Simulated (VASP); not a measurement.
A run of VASP 6.6.1:

INCAR

```
PREC = Accurate
ENCUT = 520
EDIFF = 1E-7
ISMEAR = 0
SIGMA = 0.05
LREAL = False
LASPH = True
NELM = 60
ALGO = Normal
ISIF = 2
LWAVE = False
LCHARG = True
GGA = CA
LELF = True
LVHAR = True
NBANDS = 50
```

The input KPOINTS:

```
Automatic mesh
0
Gamma
  6 6 2
```

Contents of POSCAR:

```
SnSe
1.0
    4.1898989384      0.0000000000      0.0000000000
    0.0000000000      4.1898989384      0.0000000000
    0.0000000000      0.0000000000     21.9592458066
Sn Se
4 4
Direct
    0.5000000000      0.0000000000      0.1959125029
    0.5000000000      0.0000000000      0.6822508315
    0.0000000000      0.5000000000      0.3177491685
    0.0000000000      0.5000000000      0.8040874971
    0.5000000000      0.0000000000      0.3177194804
    0.5000000000      0.0000000000      0.8040587344
    0.0000000000      0.5000000000      0.1959412656
    0.0000000000      0.5000000000      0.6822805196
```

Potentials or basis: VASP PAW LDA potentials, release 64 (Sn_d, Se).

The run is started by

```bash
$ cat potpaw_LDA.64/Sn_d/POTCAR potpaw_LDA.64/Se/POTCAR > POTCAR
$ mpirun -np 1 vasp_std > vasp.out
```

Hardware: 1 thread of Intel(R) Xeon(R) Platinum 8559C (Emerald Rapids), on a shared host.

Task: How long does it take, and how much memory?

Result: It took 5.6 min on 1 thread of Intel(R) Xeon(R) Platinum 8559C (Emerald Rapids), with other jobs on the host, peak memory 0.5 GiB. Counts: scf iterations 21, k points 20.
